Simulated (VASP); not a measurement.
Wanted: the native input for a VASP 6.6.1 run.

```yaml
Task: single point
Functional: LDA
Potentials_or_basis: VASP PAW LDA potentials, release 64 (Pb_d, S)
Cutoff: 500 eV
k_mesh: 4 × 4 × 4
Occupations: gaussian, width 0.05 eV
Spin: no spin polarisation
Dipole_correction: no
Further_INCAR_settings: ALGO = Normal; EDIFF = 1e-06; NBANDS = 20
```

The structure of PbS2 lies in POSCAR:

```
PbS2
1.0
    0.0000000000      3.5210665870      3.5210665870
    3.5210665870      0.0000000000      3.5210665870
    3.5210665870      3.5210665870      0.0000000000
Pb S
1 2
Direct
    0.0000000000      0.0000000000      0.0000000000
    0.2500000000      0.2500000000      0.2500000000
    0.7500000000      0.7500000000      0.7500000000
```

One way to write it, as run:

INCAR

```
ALGO     = Normal         # electronic algorithm
EDIFF    = 1E-6           # SCF threshold, eV
ENCUT    = 500            # plane-wave cutoff, eV
GGA      = CA             # functional
GGA_COMPAT= False        
ISIF     = 2              # what is computed and relaxed
ISMEAR   = 0              # smearing method
LASPH    = True           # aspherical terms in the spheres
LCHARG   = False          # write CHGCAR
LREAL    = False          # projectors in reciprocal space
LWAVE    = False          # write WAVECAR
NBANDS   = 20             # bands
NELM     = 120            # most SCF steps
PREC     = Accurate       # precision mode
SIGMA    = 0.05           # smearing width, eV
```

KPOINTS

```
k-points
0
Gamma
  4 4 4
```

Potentials or basis: VASP PAW LDA potentials, release 64 (Pb_d, S).

Launch:

```console
$ cat potpaw_LDA.64/Pb_d/POTCAR potpaw_LDA.64/S/POTCAR > POTCAR
$ mpirun -np 1 vasp_std > vasp.out
```

It gave:

The pressure is -7.4 GPa. The band gap on the k mesh is zero (band 13 reaches 2.82 eV, above the bottom of band 14 at 1.71 eV).

Caveat: the k points lie up to 0.39 Å⁻¹ apart; spin-orbit coupling is left out, which moves the levels of the heavy elements.

Run time: 16 s on 1 thread of Intel Xeon 8259CL (shared host), peak memory 0.17 GiB.
